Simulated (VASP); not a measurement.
Crystal: Si4Ru.

```
CELL_PARAMETERS angstrom
-2.66546 2.66546 2.66546
2.66546 -2.66546 2.66546
2.66546 2.66546 -2.66546
ATOMIC_POSITIONS crystal
Si 0.00000 0.00000 0.50000
Si 0.00000 0.50000 0.00000
Si 0.50000 0.00000 0.00000
Si 0.50000 0.50000 0.50000
Ru 0.00000 0.00000 0.00000
```

The cell was built from a structure type or drawn by symmetry, and may not be a known phase.

```yaml
Program: VASP 6.6.1
Task: relaxation of cell and atoms
Functional: PBE
Potentials_or_basis: VASP PAW PBE potentials, release 64 (Si, Ru_pv)
Cutoff: 600 eV
k_mesh: 4 × 4 × 4
Occupations: gaussian, width 0.1 eV
Spin: no spin polarisation
```

At the start: pressure 15.3 GPa; volume 15.15 Å³/atom.

Q: Where does the relaxation end?

A: Over 4 steps the energy falls by 72.6 meV/atom and the volume is 16.82 Å³/atom (+11.0 %); space group Im-3m (No. 229, to 0.1 Å) before and after.

The path:
```csv
step,energy change (eV),largest force (eV/Å),pressure (GPa),volume (Å³)
1,0.0000,0.0000,15.26,75.75
2,-0.1183,0.0000,-8.76,92.69
3,-0.3626,0.0000,-0.43,84.37
4,-0.3630,0.0000,-0.09,84.10
```

Final structure:
```
CELL_PARAMETERS angstrom
-2.75998 2.75998 2.75998
2.75998 -2.75998 2.75998
2.75998 2.75998 -2.75998
ATOMIC_POSITIONS crystal
Si 0.00000 0.00000 0.50000
Si 0.00000 0.50000 0.00000
Si 0.50000 0.00000 0.00000
Si 0.50000 0.50000 0.50000
Ru 0.00000 0.00000 0.00000
```

Caveat: the k points lie up to 0.40 Å⁻¹ apart in the final cell.
